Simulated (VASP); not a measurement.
# ScBPd3 (Pm-3m) in VASP: further runs

Runs on ScBPd3. Level: PBE. Tasks: single point.

Everything below comes from runs of VASP 6.6.1. Logs are shortened: lines on timing, memory, paths and dates and some standing lists are left out, and cuts for length are marked.

### Step 1. The cell of the first run

The structure is cubic, space group Pm-3m (No. 221). The conventional cell has a = 4.235 Å, b = 4.235 Å, c = 4.235 Å, α = 90.00°, β = 90.00°, γ = 90.00°. Sc (site symmetry m-3m) has 12 Pd at 2.99 Å and 8 B at 3.67 Å within 3.9 Å. B (site symmetry m-3m) has 6 Pd at 2.12 Å within 2.8 Å. Pd (site symmetry 4/mmm) has 2 B at 2.12 Å within 2.8 Å.

### Step 2. Single point, PBE

INCAR reads:

```
SYSTEM = ScBPd3
ALGO = Normal
EDIFF = 1E-6
ENCUT = 520
GGA = PE
ISIF = 2
ISMEAR = -1
LASPH = .TRUE.
LCHARG = .TRUE.
LELF = .TRUE.
LREAL = .FALSE.
LVHAR = .TRUE.
LWAVE = .FALSE.
NBANDS = 30
NELM = 80
PREC = Accurate
SIGMA = 0.1
```

KPOINTS reads:

```
k-points
0
G
  2 2 2
  0 0 0
```

POSCAR reads:

```
ScBPd3
1.0
    4.2349570000      0.0000000000      0.0000000000
    0.0000000000      4.2349570000      0.0000000000
    0.0000000000      0.0000000000      4.2349570000
Sc B Pd
1 1 3
Direct
    0.0000000000      0.0000000000      0.0000000000
    0.5000000000      0.5000000000      0.5000000000
    0.0000000000      0.5000000000      0.5000000000
    0.5000000000      0.5000000000      0.0000000000
    0.5000000000      0.0000000000      0.5000000000
```

Potentials or basis: VASP PAW PBE potentials, release 64 (Sc_sv, B, Pd).

The run is started by

```bash
$ cat potpaw_PBE.64/Sc_sv/POTCAR potpaw_PBE.64/B/POTCAR potpaw_PBE.64/Pd/POTCAR > POTCAR
$ mpirun -np 1 vasp_std > vasp.out
```

OUTCAR:

```text
SYSTEM = ScBPd3
   EDIFF = 1E-6
   ENCUT = 520
   GGA = PE
   ISIF = 2
   ISMEAR = -1
   LASPH = .TRUE.
   LREAL = .FALSE.
   NELM = 80
   PREC = Accurate

 ion  position               nearest neighbor table
   1  0.000  0.000  0.000-   3 2.99   4 2.99   5 2.99   3 2.99   5 2.99   3 2.99   4 2.99   3 2.99
                             4 2.99   5 2.99   5 2.99   4 2.99
   2  0.500  0.500  0.500-   3 2.12   4 2.12   5 2.12   4 2.12   5 2.12   3 2.12
   3  0.000  0.500  0.500-   2 2.12   2 2.12   4 2.99   5 2.99   1 2.99   4 2.99   1 2.99   5 2.99
                             1 2.99   1 2.99   4 2.99   5 2.99   4 2.99   5 2.99
   4  0.500  0.500  0.000-   2 2.12   2 2.12   3 2.99   5 2.99   1 2.99   3 2.99   5 2.99   1 2.99
                             5 2.99   5 2.99   1 2.99   3 2.99   3 2.99   1 2.99
   5  0.500  0.000  0.500-   2 2.12   2 2.12   3 2.99   4 2.99   1 2.99   4 2.99   1 2.99   3 2.99
                             4 2.99   4 2.99   1 2.99   3 2.99   1 2.99   3 2.99

  LATTYP: Found a simple cubic cell.
 ALAT       =     4.2349570000

  Lattice vectors:

 A1 = (   4.2349570000,   0.0000000000,   0.0000000000)
 A2 = (   0.0000000000,   4.2349570000,   0.0000000000)
 A3 = (   0.0000000000,   0.0000000000,   4.2349570000)

Analysis of symmetry for initial positions (statically):
=====================================================================
 Subroutine PRICEL returns:
 Original cell was already a primitive cell.

 Routine SETGRP: Setting up the symmetry group for a
 simple cubic supercell.

 Subroutine GETGRP returns: Found 48 space group operations
[... 9 lines left out ...]

 Routine SETGRP: Setting up the symmetry group for a
 simple cubic supercell.

 Subroutine GETGRP returns: Found 48 space group operations
[... 11 lines left out ...]
                                     Primitive cell

  volume of cell :      75.9534

  direct lattice vectors                    reciprocal lattice vectors
     4.234957000  0.000000000  0.000000000     0.236129906  0.000000000  0.000000000
     0.000000000  4.234957000  0.000000000     0.000000000  0.236129906  0.000000000
     0.000000000  0.000000000  4.234957000     0.000000000  0.000000000  0.236129906

  length of vectors
     4.234957000  4.234957000  4.234957000     0.236129906  0.236129906  0.236129906

  position of ions in fractional coordinates (direct lattice)
     0.000000000  0.000000000  0.000000000
     0.500000000  0.500000000  0.500000000
     0.000000000  0.500000000  0.500000000
     0.500000000  0.500000000  0.000000000
     0.500000000  0.000000000  0.500000000

  ion indices of the primitive-cell ions
   primitive index   ion index
                 1           1
                 2           2
                 3           3
                 4           4
                 5           5

----------------------------------------------------------------------------------------

 KPOINTS: k-points

Automatic generation of k-mesh.
 Grid dimensions read from file:
 generate k-points for:    2    2    2

 Generating k-lattice:

  Cartesian coordinates                     Fractional coordinates (reciprocal lattice)
     0.118064953  0.000000000  0.000000000     0.500000000  0.000000000  0.000000000
     0.000000000  0.118064953  0.000000000     0.000000000  0.500000000  0.000000000
     0.000000000  0.000000000  0.118064953     0.000000000  0.000000000  0.500000000

  Length of vectors
     0.118064953  0.118064953  0.118064953

  Shift w.r.t. Gamma in fractional coordinates (k-lattice)
     0.000000000  0.000000000  0.000000000

 Subroutine IBZKPT returns following result:
 ===========================================

 Found      4 irreducible k-points:

 Following reciprocal coordinates:
            Coordinates               Weight
  0.000000  0.000000  0.000000      1.000000
  0.500000  0.000000  0.000000      3.000000
  0.500000  0.500000  0.000000      3.000000
  0.500000  0.500000  0.500000      1.000000
   k-points           NKPTS =      4   k-points in BZ     NKDIM =      4   number of bands    NBANDS=     30
   number of dos      NEDOS =    301   number of ions     NIONS =      5
   total plane-waves  NPLWV =  32768
   dimension x,y,z NGX =    32 NGY =   32 NGZ =   32
   dimension x,y,z NGXF=    64 NGYF=   64 NGZF=   64
   ions per type =               1   1   3
   NGX,Y,Z   is equivalent  to a cutoff of  12.56, 12.56, 12.56 a.u.
   NGXF,Y,Z  is equivalent  to a cutoff of  25.12, 25.12, 25.12 a.u.
 SYSTEM =  ScBPd3
   PREC   = accura    normal or accurate (medium, high low for compatibility)
   ISTART =      0    job   : 0-new  1-cont  2-samecut
   ICHARG =      2    charge: 1-file 2-atom 10-const
   ISPIN  =      1    spin polarized calculation?
   LNONCOLLINEAR =      F non collinear calculations
   LSORBIT =      F    spin-orbit coupling
   LASPH  =      T    aspherical Exc in radial PAW
   ENCUT  =  520.0 eV  38.22 Ry    6.18 a.u.   7.87  7.87  7.87*2*pi/ulx,y,z
   NELM   =     80;   NELMIN=  2; NELMDL= -5     # of ELM steps
   EDIFF  = 0.1E-05   stopping-criterion for ELM
   LREAL  =      F    real-space projection
   EDIFFG = 0.1E-04   stopping-criterion for IOM
   NSW    =      0    number of steps for IOM
   IBRION =     -1    ionic relax: 0-MD 1-quasi-New 2-CG
   NFREE  =      0    steps in history (QN), initial steepest desc. (CG)
   ISIF   =      2    stress and relaxation
   ISYM   =      2    0-nonsym 1-usesym 2-fastsym
   POTIM  = 0.5000    time-step for ionic-motion
   TEBEG  =    0.0;   TEEND  =   0.0 temperature during run
   PSTRESS=    0.0 pullay stress
   NELECT =      44.0000    total number of electrons
   NUPDOWN=      -1.0000    fix difference up-down
   EMIN   =  10.00;   EMAX   =-10.00  energy-range for DOS
   EFERMI =   0.00;   METHOD = LEGACY
   ISMEAR =    -1;   SIGMA  =   0.10  broadening in eV -4-tet -1-fermi 0-gaus
   EFERMI_NEDOS =   21; number of points for ismear=-14 and -15
   IALGO  =     38    algorithm
   IMIX   =      4    mixing-type and parameters
     AMIX     =   0.40;   BMIX     =  1.00
     AMIX_MAG =   1.60;   BMIX_MAG =  1.00
  volume/ion in A,a.u.               =      15.19       102.51
  Fermi-wavevector in a.u.,A,eV,Ry     =   1.364719  2.578946 25.340296  1.862459
  Thomas-Fermi vector in A             =   2.491011
   LORBIT       =      0    0 simple, 1 ext, 2 COOP (PROOUT), +10 PAW based schemes
   GGA     = PE    functional components
   LHFCALC =     F    Hartree Fock is set to
   AEXX    =    0.0000 exact exchange contribution
   IVDW    =     0    specifies the selected vdW correction
   LEPSILON=     F    determine dielectric tensor
   LRPA    =     F    only Hartree local field effects (RPA)
 non-spin polarized calculation
  energy-cutoff  :      520.00
  volume of cell :       75.95
 maximum number of plane-waves:      2103
 NGX is ok and might be reduce to    32
   NGX = 15   NGY = 15   NGZ = 15

 number of electron      43.9999994 magnetization

 Free energy of the ion-electron system (eV)
  ---------------------------------------------------
  ext. energy  EPLUGINS =         0.00000000
  ---------------------------------------------------
  free energy    TOTEN  =       -31.03551860 eV

  energy without entropy =      -30.89670206  energy(sigma->0) =      -30.96611033

 E-fermi :   8.0700     XC(G=0): -12.0150

 val. band max:        7.8610287000   @ k =   0.5000   0.5000   0.0000
 cond. band min:       8.0931825919   @ k =   0.5000   0.5000   0.5000
 fundamental gap:      0.2321538920
 Fermi energy:         8.0699985758

 k-point     1 :       0.0000    0.0000    0.0000
  band No.  band energies     occupation
      1     -42.7762      2.00000
      2     -21.3284      2.00000
      3     -21.3284      2.00000
      4     -21.3284      2.00000
      5      -2.4325      2.00000
      6       2.1264      2.00000
      7       3.1175      2.00000
      8       3.1175      2.00000
      9       3.1175      2.00000
     10       3.4363      2.00000
     11       3.4363      2.00000
     12       5.1596      2.00000
     13       5.1596      2.00000
     14       5.1596      2.00000
     15       5.3547      2.00000
     16       5.3547      2.00000
     17       6.5299      2.00000
     18       6.5299      2.00000
     19       6.5299      2.00000
     20       6.6456      2.00000
     21       6.6456      2.00000
     22       6.6456      2.00000
     23       6.7042      2.00000
     24       9.3413      0.00001
     25       9.3413      0.00001
     26      10.2293      0.00000
     27      10.2293      0.00000
     28      10.2293      0.00000
     29      13.8093      0.00000
     30      13.8130      0.00000

 k-point     2 :       0.5000    0.0000    0.0000
  band No.  band energies     occupation
      1     -42.7754      2.00000
      2     -21.3442      2.00000
      3     -21.3294      2.00000
      4     -21.3294      2.00000
      5      -1.4620      2.00000
      6       2.2612      2.00000
      7       3.4515      2.00000
      8       3.5002      2.00000
      9       3.5862      2.00000
     10       3.6748      2.00000
     11       3.6748      2.00000
     12       4.1705      2.00000
     13       4.1705      2.00000
     14       4.4089      2.00000
     15       4.7308      2.00000
     16       5.3172      2.00000
     17       5.3485      2.00000
     18       5.5265      2.00000
     19       5.5265      2.00000
     20       5.9632      2.00000
     21       6.6468      2.00000
     22       8.3746      0.09082
     23       8.3746      0.09082
     24       9.0666      0.00009
     25       9.5095      0.00000
     26       9.8545      0.00000
     27       9.8545      0.00000
     28      10.1628      0.00000
     29      13.3022      0.00000
     30      13.6488      0.00000

 k-point     3 :       0.5000    0.5000    0.0000
  band No.  band energies     occupation
      1     -42.7750      2.00000
      2     -21.3412      2.00000
      3     -21.3412      2.00000
      4     -21.3304      2.00000
      5      -0.3429      2.00000
      6       1.7288      2.00000
      7       1.7288      2.00000
      8       2.9641      2.00000
      9       4.2869      2.00000
     10       4.4179      2.00000
     11       4.4179      2.00000
     12       4.4251      2.00000
     13       4.4703      2.00000
     14       4.4703      2.00000
     15       4.7990      2.00000
     16       4.7990      2.00000
     17       5.0614      2.00000
     18       5.4689      2.00000
     19       5.5658      2.00000
     20       5.8331      2.00000
     21       6.7083      2.00000
     22       7.8610      1.77980
     23       7.8610      1.77980
     24       8.9869      0.00021
     25       8.9869      0.00021
     26       9.5038      0.00000
     27       9.7729      0.00000
     28      10.6536      0.00000
     29      10.8292      0.00000
     30      14.8777      0.00000

 k-point     4 :       0.5000    0.5000    0.5000
  band No.  band energies     occupation
      1     -42.7748      2.00000
      2     -21.3380      2.00000
      3     -21.3380      2.00000
      4     -21.3380      2.00000
      5       1.1897      2.00000
      6       1.1897      2.00000
      7       1.1897      2.00000
      8       1.3470      2.00000
      9       3.2640      2.00000
     10       4.2974      2.00000
     11       4.2974      2.00000
     12       4.2974      2.00000
     13       4.6246      2.00000
     14       4.6246      2.00000
     15       4.6246      2.00000
     16       5.5716      2.00000
     17       5.5716      2.00000
     18       6.5543      2.00000
     19       6.5543      2.00000
     20       6.5543      2.00000
     21       8.0932      0.88460
     22       8.0932      0.88460
     23       8.0932      0.88460
     24       8.4583      0.04034
     25       8.4583      0.04034
     26       8.4583      0.04034
     27      10.0068      0.00000
     28      10.0068      0.00000
     29      11.8821      0.00000
     30      11.8821      0.00000

------------------------ aborting loop because EDIFF is reached ----------------------------------------

  FORCE on cell =-STRESS in cart. coord.  units (eV):
  Direction    XX          YY          ZZ          XY          YZ          ZX
  --------------------------------------------------------------------------------------
  -------------------------------------------------------------------------------------
  Total       -0.1454157     -0.1454157     -0.1454157      0.0000000      0.0000000     -0.0000000
  in kB       -3.0674315     -3.0674315     -3.0674315      0.0000000      0.0000000     -0.0000000
  external PRESSURE =      -3.0674315 kB  Pullay stress =       0.0000000 kB

 VOLUME and BASIS-vectors are now :
 -----------------------------------------------------------------------------
  energy-cutoff  :      520.00
  volume of cell :       75.95
      direct lattice vectors                 reciprocal lattice vectors
     4.234957000  0.000000000  0.000000000     0.236129906  0.000000000  0.000000000
     0.000000000  4.234957000  0.000000000     0.000000000  0.236129906  0.000000000
     0.000000000  0.000000000  4.234957000     0.000000000  0.000000000  0.236129906

 POSITION                                       TOTAL-FORCE (eV/Angst)
 -----------------------------------------------------------------------------------
      0.00000      0.00000      0.00000         0.000000      0.000000      0.000000
      2.11748      2.11748      2.11748         0.000000      0.000000      0.000000
      0.00000      2.11748      2.11748         0.000000      0.000000      0.000000
      2.11748      2.11748      0.00000         0.000000      0.000000      0.000000
      2.11748      0.00000      2.11748         0.000000      0.000000      0.000000
 -----------------------------------------------------------------------------------
    total drift:                                0.000000     -0.000000     -0.000000

  FREE ENERGIE OF THE ION-ELECTRON SYSTEM (eV)
  ---------------------------------------------------
  free  energy   TOTEN  =       -31.0355185959 eV

  energy  without entropy=      -30.8967020609  energy(sigma->0) =      -30.96611033
```

Run time: 28 s. Hardware: 1 thread of Intel Xeon Platinum 8259CL at 2.50GHz (Skylake/Cascade Lake), shared host; peak memory 0.17 GiB.

Results:

```yaml
Free_energy: -31.0355 eV
Pressure: -0.3 GPa
Band_gap_on_the_k_mesh: zero (band 22 reaches 8.37 eV, above the bottom of band 23 at 6.70 eV)
```

Caveat: the k points lie up to 0.74 Å⁻¹ apart.

(Continued in part 2 of 2.)
